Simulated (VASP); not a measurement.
A run of VASP 6.6.1 is set up as follows.

Contents of INCAR:

```
PREC = Accurate
ENCUT = 520
EDIFF = 1E-8
ISMEAR = -1
SIGMA = 0.02
LREAL = F
LASPH = T
NELM = 80
ALGO = Normal
ISIF = 2
LWAVE = F
LCHARG = F
GGA = PE
LEFG = T
NBANDS = 17
```

Contents of KPOINTS:

```
Automatic mesh
0
Gamma
  9 9 9
```

POSCAR

```
SnSe
1.0
    0.0301000000      3.0250500000      3.0250500000
    3.0250500000      0.0301000000      3.0250500000
    3.0250500000      3.0250500000      0.0301000000
Sn Se
1 1
Direct
    0.0000000000      0.0000000000      0.0000000000
    0.5000000000      0.5000000000      0.5000000000
```

Potentials or basis: VASP PAW PBE potentials, release 64 (Sn_d, Se).

Run with:

```console
$ cat potpaw_PBE.64/Sn_d/POTCAR potpaw_PBE.64/Se/POTCAR > POTCAR
$ mpirun -np 1 vasp_std > vasp.out
```

Q: Predict the pressure.

A: 1.0 GPa.

Q: Predict the band gap on the k mesh.

A: 0.53 eV, indirect (least direct gap 0.61 eV).

Stress tensor (GPa, compression positive):
```
 1.03 -0.19 -0.19
-0.19  1.03 -0.19
-0.19 -0.19  1.03
```

Caveat: the cell differs from its parent crystal (equal xy, yz and zx shear strains of +1 %); without QUAD_EFG the Cq values of the log hold for a quadrupole moment of 1 mb, not for the nuclei; spin-orbit coupling is left out, which moves the levels of the heavy elements. A k mesh can miss the band edges.
